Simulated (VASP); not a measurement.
# SnO (I-4m2) in VASP: further runs

SnO is run at these levels: PBE, r2SCAN; tasks: single point.

Everything below comes from runs of VASP 6.6.1. Logs are shortened: lines on timing, memory, paths and dates and some standing lists are left out, and cuts for length are marked.

**1. The cell of the first run**

Symmetry: I-4m2, No. 119, tetragonal system. Conventional cell: a = 4.021 Å, b = 4.021 Å, c = 4.811 Å, α = 90.00°, β = 90.00°, γ = 90.00°. Within 3.1 Å of Sn (site symmetry -4m2) lie 4 O at 2.34 Å. O (site symmetry -4m2) has 4 Sn at 2.34 Å within 3.1 Å.

**2. Single point, PBE (epitaxial xy strain +5.0%)**

File INCAR:

```
PREC = Accurate ; ENCUT = 520
EDIFF = 1E-6 ; ISMEAR = -1
SIGMA = 0.02 ; LREAL = F
LASPH = T ; NELM = 60
ALGO = Normal ; ISIF = 2
LWAVE = F ; LCHARG = F
GGA = PE ; NBANDS = 17
```

File KPOINTS:

```
regular mesh
0
Gamma
  8 8 8
```

File POSCAR:

```
SnO
1.0
    0.0000000000      2.8436254674      2.4052638061
    2.8436254674      0.0000000000      2.4052638061
    2.8436254674      2.8436254674      0.0000000000
Sn O
1 1
Direct
    0.0000000000      0.0000000000      0.0000000000
    0.2500000000      0.2500000000      0.2500000000
```

Potentials or basis: VASP PAW PBE potentials, release 64 (Sn_d, O).

Started as:

```sh
$ cat potpaw_PBE.64/Sn_d/POTCAR potpaw_PBE.64/O/POTCAR > POTCAR
$ mpirun -np 1 vasp_std > vasp.out
```

OUTCAR:

```text
PREC = Accurate
   ENCUT = 520
   EDIFF = 1E-6
   ISMEAR = -1
   LREAL = F
   LASPH = T
   NELM = 60
   ISIF = 2
   GGA = PE

 ion  position               nearest neighbor table
   1  0.000  0.000  0.000-   2 2.34   2 2.34   2 2.34   2 2.34
   2  0.250  0.250  0.250-   1 2.34   1 2.34   1 2.34   1 2.34

  LATTYP: Found a body centered tetragonal cell.
 ALAT       =     4.0214937023
 C/A-ratio  =     1.1962041889

  Lattice vectors:

 A1 = (   0.0000000000,  -2.8436254674,  -2.4052638061)
 A2 = (   0.0000000000,   2.8436254674,  -2.4052638061)
 A3 = (   2.8436254674,   0.0000000000,   2.4052638061)

Analysis of symmetry for initial positions (statically):
=====================================================================
 Subroutine PRICEL returns:
 Original cell was already a primitive cell.

 Routine SETGRP: Setting up the symmetry group for a
 body centered tetragonal supercell.

 Subroutine GETGRP returns: Found  8 space group operations
 (whereof  8 operations were pure point group operations)
 out of a pool of 16 trial point group operations.

The static configuration has the point symmetry D_2d.

Analysis of symmetry for dynamics (positions and initial velocities):
=====================================================================
 Subroutine PRICEL returns:
 Original cell was already a primitive cell.

 Routine SETGRP: Setting up the symmetry group for a
 body centered tetragonal supercell.

 Subroutine GETGRP returns: Found  8 space group operations
 (whereof  8 operations were pure point group operations)
 out of a pool of 16 trial point group operations.

The dynamic configuration has the point symmetry D_2d.

 Subroutine INISYM returns: Found  8 space group operations
 (whereof  8 operations are pure point group operations),
 and found     1 'primitive' translations

----------------------------------------------------------------------------------------

                                     Primitive cell

  volume of cell :      38.8989

  direct lattice vectors                    reciprocal lattice vectors
     0.000000000  2.843625467  2.405263806    -0.175831876  0.175831876  0.207877406
     2.843625467  0.000000000  2.405263806     0.175831876 -0.175831876  0.207877406
     2.843625467  2.843625467  0.000000000     0.175831876  0.175831876 -0.207877406

  length of vectors
     3.724446237  3.724446237  4.021493702     0.324109106  0.324109106  0.324109106

  position of ions in fractional coordinates (direct lattice)
     0.000000000  0.000000000  0.000000000
     0.250000000  0.250000000  0.250000000

  ion indices of the primitive-cell ions
   primitive index   ion index
                 1           1
                 2           2

----------------------------------------------------------------------------------------

 KPOINTS: regular mesh

Automatic generation of k-mesh.
 Grid dimensions read from file:
 generate k-points for:    8    8    8

 Generating k-lattice:

  Cartesian coordinates                     Fractional coordinates (reciprocal lattice)
    -0.021978984  0.021978984  0.025984676     0.125000000  0.000000000  0.000000000
     0.021978984 -0.021978984  0.025984676     0.000000000  0.125000000  0.000000000
     0.021978984  0.021978984 -0.025984676     0.000000000  0.000000000  0.125000000

  Length of vectors
     0.040513638  0.040513638  0.040513638

  Shift w.r.t. Gamma in fractional coordinates (k-lattice)
     0.000000000  0.000000000  0.000000000

 Subroutine IBZKPT returns following result:
 ===========================================

 Found     59 irreducible k-points:

 Following reciprocal coordinates:
            Coordinates               Weight
  0.000000  0.000000  0.000000      1.000000
  0.125000  0.000000  0.000000      8.000000
  0.250000  0.000000  0.000000      8.000000
  0.375000 -0.000000  0.000000      8.000000
  0.500000  0.000000  0.000000      4.000000
  0.125000  0.125000  0.000000      2.000000
[... 16 lines left out ...]
  0.250000 -0.000000  0.125000     16.000000
  0.375000  0.000000  0.125000     16.000000
 [... further k-points ...]
   k-points           NKPTS =     59   k-points in BZ     NKDIM =     59   number of bands    NBANDS=     17
   number of dos      NEDOS =    301   number of ions     NIONS =      2
   total plane-waves  NPLWV =  23520
   dimension x,y,z NGX =    28 NGY =   28 NGZ =   30
   dimension x,y,z NGXF=    56 NGYF=   56 NGZF=   60
   ions per type =               1   1
   NGX,Y,Z   is equivalent  to a cutoff of  12.50, 12.50, 12.40 a.u.
   NGXF,Y,Z  is equivalent  to a cutoff of  25.00, 25.00, 24.80 a.u.
 SYSTEM =  unknown system
   PREC   = accura    normal or accurate (medium, high low for compatibility)
   ISTART =      0    job   : 0-new  1-cont  2-samecut
   ICHARG =      2    charge: 1-file 2-atom 10-const
   ISPIN  =      1    spin polarized calculation?
   LNONCOLLINEAR =      F non collinear calculations
   LSORBIT =      F    spin-orbit coupling
   LASPH  =      T    aspherical Exc in radial PAW
   ENCUT  =  520.0 eV  38.22 Ry    6.18 a.u.   6.93  6.93  7.48*2*pi/ulx,y,z
   NELM   =     60;   NELMIN=  2; NELMDL= -5     # of ELM steps
   EDIFF  = 0.1E-05   stopping-criterion for ELM
   LREAL  =      F    real-space projection
   EDIFFG = 0.1E-04   stopping-criterion for IOM
   NSW    =      0    number of steps for IOM
   IBRION =     -1    ionic relax: 0-MD 1-quasi-New 2-CG
   NFREE  =      0    steps in history (QN), initial steepest desc. (CG)
   ISIF   =      2    stress and relaxation
   ISYM   =      2    0-nonsym 1-usesym 2-fastsym
   POTIM  = 0.5000    time-step for ionic-motion
   TEBEG  =    0.0;   TEEND  =   0.0 temperature during run
   PSTRESS=    0.0 pullay stress
   NELECT =      20.0000    total number of electrons
   NUPDOWN=      -1.0000    fix difference up-down
   EMIN   =  10.00;   EMAX   =-10.00  energy-range for DOS
   EFERMI =   0.00;   METHOD = LEGACY
   ISMEAR =    -1;   SIGMA  =   0.02  broadening in eV -4-tet -1-fermi 0-gaus
   EFERMI_NEDOS =   21; number of points for ismear=-14 and -15
   IALGO  =     38    algorithm
   IMIX   =      4    mixing-type and parameters
     AMIX     =   0.40;   BMIX     =  1.00
     AMIX_MAG =   1.60;   BMIX_MAG =  1.00
  volume/ion in A,a.u.               =      19.45       131.25
  Fermi-wavevector in a.u.,A,eV,Ry     =   1.311512  2.478399 23.402894  1.720064
  Thomas-Fermi vector in A             =   2.441969
   LORBIT       =      0    0 simple, 1 ext, 2 COOP (PROOUT), +10 PAW based schemes
   GGA     = PE    functional components
   LHFCALC =     F    Hartree Fock is set to
   AEXX    =    0.0000 exact exchange contribution
   IVDW    =     0    specifies the selected vdW correction
   LEPSILON=     F    determine dielectric tensor
   LRPA    =     F    only Hartree local field effects (RPA)
 non-spin polarized calculation
  energy-cutoff  :      520.00
  volume of cell :       38.90
 maximum number of plane-waves:      1065
   NGX = 13   NGY = 13   NGZ = 15

 number of electron      20.0000003 magnetization

 Free energy of the ion-electron system (eV)
  ---------------------------------------------------
  ext. energy  EPLUGINS =         0.00000000
  ---------------------------------------------------
  free energy    TOTEN  =       -10.43402274 eV

  energy without entropy =      -10.43364351  energy(sigma->0) =      -10.43383312

 E-fermi :   6.3129     XC(G=0):  -9.7815

 val. band max:        6.3039036039   @ k =   0.3750   0.3750   0.0000
 cond. band min:       6.3667684044   @ k =  -0.3750   0.5000   0.1250
 fundamental gap:      0.0628648005
 Fermi energy:         6.3128509714

 k-point     1 :       0.0000    0.0000    0.0000
  band No.  band energies     occupation
      1     -15.4584      2.00000
      2     -15.4584      2.00000
      3     -15.4051      2.00000
      4     -15.4005      2.00000
      5     -15.3991      2.00000
      6     -12.6851      2.00000
[... 9 lines left out ...]
     16      17.0504      0.00000
     17      17.6447      0.00000

 k-point     2 :       0.1250    0.0000    0.0000
  band No.  band energies     occupation
      1     -15.4705      2.00000
      2     -15.4532      2.00000
      3     -15.4118      2.00000
      4     -15.3978      2.00000
      5     -15.3973      2.00000
      6     -12.5975      2.00000
[... 9 lines left out ...]
     16      17.0979      0.00000
     17      18.9633      0.00000

 k-point     3 :       0.2500    0.0000    0.0000
  band No.  band energies     occupation
      1     -15.5110      2.00000
      2     -15.4459      2.00000
      3     -15.4134      2.00000
      4     -15.3946      2.00000
      5     -15.3857      2.00000
      6     -12.3787      2.00000
[... 9 lines left out ...]
     16      18.3778      0.00000
     17      19.1710      0.00000

 k-point     4 :       0.3750   -0.0000    0.0000
  band No.  band energies     occupation
      1     -15.5545      2.00000
      2     -15.4445      2.00000
      3     -15.4148      2.00000
      4     -15.3873      2.00000
      5     -15.3675      2.00000
      6     -12.1470      2.00000
[... 9 lines left out ...]
     16      18.3380      0.00000
     17      19.1684      0.00000
[... 343 lines left out ...]
      1     -15.4875      2.00000
      2     -15.4453      2.00000
      3     -15.4013      2.00000
      4     -15.4008      2.00000
      5     -15.3955      2.00000
      6     -12.5808      2.00000
[... 9 lines left out ...]
     16      17.7317      0.00000
     17      18.3556      0.00000

 k-point    23 :       0.2500   -0.0000    0.1250
  band No.  band energies     occupation
      1     -15.5178      2.00000
      2     -15.4353      2.00000
      3     -15.4055      2.00000
      4     -15.3970      2.00000
      5     -15.3888      2.00000
      6     -12.4152      2.00000
[... 9 lines left out ...]
     16      18.3479      0.00000
     17      19.9516      0.00000

 k-point    24 :       0.3750    0.0000    0.1250
  band No.  band energies     occupation
      1     -15.5519      2.00000
      2     -15.4353      2.00000
      3     -15.4100      2.00000
      4     -15.3892      2.00000
      5     -15.3764      2.00000
      6     -12.1869      2.00000
[... 9 lines left out ...]
     16      18.6872      0.00000
     17      19.9831      0.00000

 [... further k-points ...]

------------------------ aborting loop because EDIFF is reached ----------------------------------------

  FORCE on cell =-STRESS in cart. coord.  units (eV):
  Direction    XX          YY          ZZ          XY          YZ          ZX
  --------------------------------------------------------------------------------------
  -------------------------------------------------------------------------------------
  Total        0.6733629      0.6733629      0.5956331      0.0000000     -0.0000000      0.0000000
  in kB       27.7346249     27.7346249     24.5330706      0.0000000     -0.0000000      0.0000000
  external PRESSURE =      26.6674401 kB  Pullay stress =       0.0000000 kB

 VOLUME and BASIS-vectors are now :
 -----------------------------------------------------------------------------
  energy-cutoff  :      520.00
  volume of cell :       38.90
      direct lattice vectors                 reciprocal lattice vectors
     0.000000000  2.843625467  2.405263806    -0.175831876  0.175831876  0.207877406
     2.843625467  0.000000000  2.405263806     0.175831876 -0.175831876  0.207877406
     2.843625467  2.843625467  0.000000000     0.175831876  0.175831876 -0.207877406

 POSITION                                       TOTAL-FORCE (eV/Angst)
 -----------------------------------------------------------------------------------
      0.00000      0.00000      0.00000        -0.000000     -0.000000     -0.000000
      1.42181      1.42181      1.20263         0.000000      0.000000      0.000000
 -----------------------------------------------------------------------------------
    total drift:                                0.000002      0.000002     -0.000008

  FREE ENERGIE OF THE ION-ELECTRON SYSTEM (eV)
  ---------------------------------------------------
  free  energy   TOTEN  =       -10.4340227356 eV

  energy  without entropy=      -10.4336435095  energy(sigma->0) =      -10.43383312
```

It took 30 s on 1 thread of AMD EPYC 7R13 (Zen 3), shared host; peak memory 0.15 GiB.

What came out:

| Item | Value |
| --- | --- |
| Free energy | -10.4340 eV |
| Pressure | 2.7 GPa |
| Band gap on the k mesh | zero (bands 10 and 11 overlap by 0.66 eV) |

Caveat: the cell differs from its parent crystal (epitaxial xy strain +5.0%); the structure was generated, so it needn't be the stable form of SnO; semilocal functionals underestimate gaps, and a narrow one can read as zero; spin-orbit coupling is left out, which moves the levels of the heavy elements.

**3. Single point, r2SCAN (epitaxial xy strain +5.0%)**

POSCAR is that of step 2.

File INCAR.step1:

```
SYSTEM = SnO
PREC = Accurate
ENCUT = 520
ISMEAR = -1
SIGMA = 0.02
LREAL = .FALSE.
LASPH = .TRUE.
NELM = 100
NBANDS = 17
GGA = PE
ALGO = Normal
EDIFF = 1E-4
LWAVE = .TRUE.
LCHARG = .FALSE.
```

File INCAR.step2:

```
SYSTEM = SnO
PREC = Accurate
ENCUT = 520
EDIFF = 1E-7
ISMEAR = -1
SIGMA = 0.02
LREAL = .FALSE.
LASPH = .TRUE.
NELM = 100
ALGO = Normal
ISIF = 2
LWAVE = .FALSE.
LCHARG = .FALSE.
METAGGA = R2SCAN
LMIXTAU = .TRUE.
NBANDS = 17
ISTART = 1
```

File KPOINTS:

```
regular mesh
0
G
  8 8 8
  0 0 0
```

Potentials or basis: VASP PAW PBE potentials, release 64 (Sn_d, O).

Started as:

```sh
$ cat potpaw_PBE.64/Sn_d/POTCAR potpaw_PBE.64/O/POTCAR > POTCAR
$ cp INCAR.step1 INCAR
$ mpirun -np 1 vasp_std > vasp.out
$ cp INCAR.step2 INCAR
$ mpirun -np 1 vasp_std > vasp.out
```

Run time: 2.2 min. Hardware: 1 thread of AMD EPYC 7R13 (Zen 3), shared host; peak memory 0.16 GiB.

It converged, with:

| Property | Result |
| --- | --- |
| Free energy | -32.1990 eV |
| Pressure | 0.4 GPa |
| Band gap on the k mesh | zero (bands 10 and 11 overlap by 0.63 eV) |

Stress tensor (GPa, compression positive):
```
0.47 0.00 0.00
0.00 0.47 0.00
0.00 0.00 0.25
```

Levels at points of the mesh, in eV from the Fermi level:
| k point | band 8 | band 9 | band 10 | band 11 | band 12 | band 13 |
| --- | --- | --- | --- | --- | --- | --- |
| (0.00, 0.00, 0.00) | -4.17 | -4.17 | -3.76 | 4.48 | 5.07 | 5.07 |
| (0.50, 0.00, 0.00) | -4.74 | -4.19 | -2.56 | 1.72 | 4.27 | 5.53 |
| (0.50, 0.50, 0.00) | -5.65 | -5.65 | -0.86 | -0.55 | 5.08 | 5.08 |
| (0.50, 0.00, 0.50) | -5.01 | -4.92 | -0.55 | 0.08 | 4.80 | 5.74 |

Caveat: the cell differs from its parent crystal (epitaxial xy strain +5.0%); the structure was generated, so it needn't be the stable form of SnO; semilocal functionals underestimate gaps, and a narrow one can read as zero; the PAW data sets were made with another functional, which shifts forces and pressure a little; spin-orbit coupling is left out, which moves the levels of the heavy elements.

**4. Single point, r2SCAN (epitaxial xy strain +3.0%)**

File POSCAR:

```
SnO
1.0
    0.0000000000      2.7894611728      2.5393584835
    2.7894611728      0.0000000000      2.5393584835
    2.7894611728      2.7894611728      0.0000000000
Sn O
1 1
Direct
    0.0000000000      0.0000000000      0.0000000000
    0.2500000000      0.2500000000      0.2500000000
```

File INCAR.step1:

```
ALGO = Normal
EDIFF = 1E-4
ENCUT = 520
GGA = PE
ISMEAR = -1
LASPH = T
LCHARG = F
LREAL = F
LWAVE = T
NBANDS = 17
NELM = 100
PREC = Accurate
SIGMA = 0.02
```

File INCAR.step2:

```
ALGO = Normal
EDIFF = 1E-7
ENCUT = 520
ISIF = 2
ISMEAR = -1
ISTART = 1
LASPH = T
LCHARG = T
LELF = T
LMIXTAU = T
LREAL = F
LVHAR = T
LWAVE = F
METAGGA = R2SCAN
NBANDS = 17
NELM = 100
PREC = Accurate
SIGMA = 0.02
```

File KPOINTS:

```
k-points
0
Gamma
  8 8 8
```

Started as:

```sh
$ cat potpaw_PBE.64/Sn_d/POTCAR potpaw_PBE.64/O/POTCAR > POTCAR
$ cp INCAR.step1 INCAR
$ mpirun -np 1 vasp_std > vasp.out
$ cp INCAR.step2 INCAR
$ mpirun -np 1 vasp_std > vasp.out
```

Run time: 2.7 min. Hardware: 1 thread of AMD EPYC 7R13 (Zen 3), shared host; peak memory 0.16 GiB.

Results (log left out):

```yaml
Free_energy: -32.1986 eV
Pressure: 0.2 GPa
Band_gap_on_the_k_mesh: zero (bands 10 and 11 overlap by 0.58 eV)
```

Levels at points of the mesh, in eV from the Fermi level:
```csv
k point,band 6,band 7,band 8,band 9,band 10,band 11,band 12,band 13,band 14,band 15
"(0.00, 0.00, 0.00)",-20.25,-6.53,-4.09,-4.09,-3.84,4.48,4.81,4.81,9.54,11.35
"(0.50, 0.00, 0.00)",-19.60,-8.36,-4.61,-4.27,-2.52,1.71,4.44,5.19,8.86,11.31
"(0.50, 0.50, 0.00)",-19.35,-7.72,-5.44,-5.44,-0.64,-0.53,5.21,5.21,5.74,10.56
"(0.50, 0.00, 0.50)",-19.46,-8.38,-5.10,-5.04,-0.59,-0.05,5.02,5.61,6.18,10.66
```

Caveat: the cell differs from its parent crystal (epitaxial xy strain +3.0%); the structure was generated, so it needn't be the stable form of SnO; semilocal functionals underestimate gaps, and a narrow one can read as zero; the PAW data sets were made with another functional, which shifts forces and pressure a little; spin-orbit coupling is left out, which moves the levels of the heavy elements.

**5. Overview**

| level | cell | gap on the mesh (eV) | pressure (GPa) |
| --- | --- | --- | --- |
| PBE | a = 3.724, b = 3.724, c = 4.021 Å, angles 57.3, 57.3, 65.4°, 2 atoms | none | 2.7 |
| r2SCAN | a = 3.724, b = 3.724, c = 4.021 Å, angles 57.3, 57.3, 65.4°, 2 atoms | none | 0.4 |
| r2SCAN | a = 3.772, b = 3.772, c = 3.945 Å, angles 58.5, 58.5, 63.1°, 2 atoms | none | 0.2 |

Alike in all rows: task single point; potentials or basis VASP PAW PBE potentials, release 64 (Sn_d, O); no spin polarisation; k mesh 8 × 8 × 8; cutoff (eV) 520; smearing fermi-dirac 0.02 eV.

Caveats: the structure was generated, so it needn't be the stable form of SnO; semilocal functionals underestimate gaps, and a narrow one can read as zero; spin-orbit coupling is left out, which moves the levels of the heavy elements; the PAW data sets were made with another functional, which shifts forces and pressure a little (at least some runs).

Absolute energies hang on the potentials; compare differences alone.

The gap in the log of VASP goes by the Fermi energy; the results here count the filled bands.